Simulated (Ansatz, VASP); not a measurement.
**One calculation of InSb, two programs**

```
CELL_PARAMETERS angstrom
0.00000 3.20487 3.20487
3.20487 0.00000 3.20487
3.20487 3.20487 0.00000
ATOMIC_POSITIONS crystal
In 0.00000 0.00000 0.00000
Sb 0.75000 0.75000 0.75000
```

Alike in both runs: task single point; functional LDA; k mesh 6 × 6 × 6; occupations gaussian, width 0.05 eV; no spin polarisation.

```csv
,VASP,Ansatz
version,VASP 6.6.1,Ansatz 0.2.0
potentials or method,"VASP PAW LDA potentials, release 64 (In_d, Sb), cutoff 520 eV","scalar-relativistic, plane waves, PAW"
valence electrons in the cell,18,28
```

Ansatz gave:

```
gap on the k mesh at the Fermi level (eV) : none
pressure (GPa)                            : 1.0
```

Estimate VASP's values.

gap on the k mesh at the Fermi level (eV): none; pressure (GPa): 1.1.

LDA's correlation is that of Perdew and Zunger in VASP and of Perdew and Wang (1992) in Ansatz. A gap of «none» marks a metal or a gap that the smearing closes. VASP's potentials hold 18 valence electrons a cell and Ansatz's 28, so a difference there can come from the potentials and not from the codes.

Spin-orbit coupling is off throughout.
